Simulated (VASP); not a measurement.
Input of a VASP 6.6.1 run:

INCAR

```
SYSTEM = Pb
PREC     = Accurate       ! precision mode
ENCUT    = 520            ! plane-wave cutoff, eV
EDIFF    = 1E-6           ! SCF threshold, eV
ISMEAR   = -1             ! smearing method
SIGMA    = 0.1            ! smearing width, eV
LREAL    = .False.        ! projectors in reciprocal space
LASPH    = .True.         ! aspherical terms in the spheres
NELM     = 100            ! most SCF steps
ALGO     = Normal         ! electronic algorithm
ISIF     = 2              ! what is computed and relaxed
LWAVE    = .False.        ! write WAVECAR
LCHARG   = .True.         ! write CHGCAR
GGA      = CA             ! functional
LELF     = .True.         ! ELF
LVHAR    = .True.       
NBANDS   = 13             ! bands
```

The input KPOINTS:

```
regular mesh
0
Gamma
  16 16 16
  0 0 0
```

Contents of POSCAR:

```
Pb
1.0
    0.0000000000      2.4375492138      2.4375492138
    2.4375492138      0.0000000000      2.4375492138
    2.4375492138      2.4375492138      0.0000000000
Pb
1
Direct
    0.0000000000      0.0000000000      0.0000000000
```

Potentials or basis: VASP PAW LDA potentials, release 64 (Pb_d).

Launch:

```sh
$ cat potpaw_LDA.64/Pb_d/POTCAR > POTCAR
$ mpirun -np 1 vasp_std > vasp.out
```

(1) Estimate the band gap on the k mesh.

(2) What does it give for the pressure?

## Answers

(1) zero (band 7 reaches 15.25 eV, above the bottom of band 8 at 5.74 eV).

(2) 0.2 GPa.

Caveat: spin-orbit coupling is left out, which moves the levels of the heavy elements.
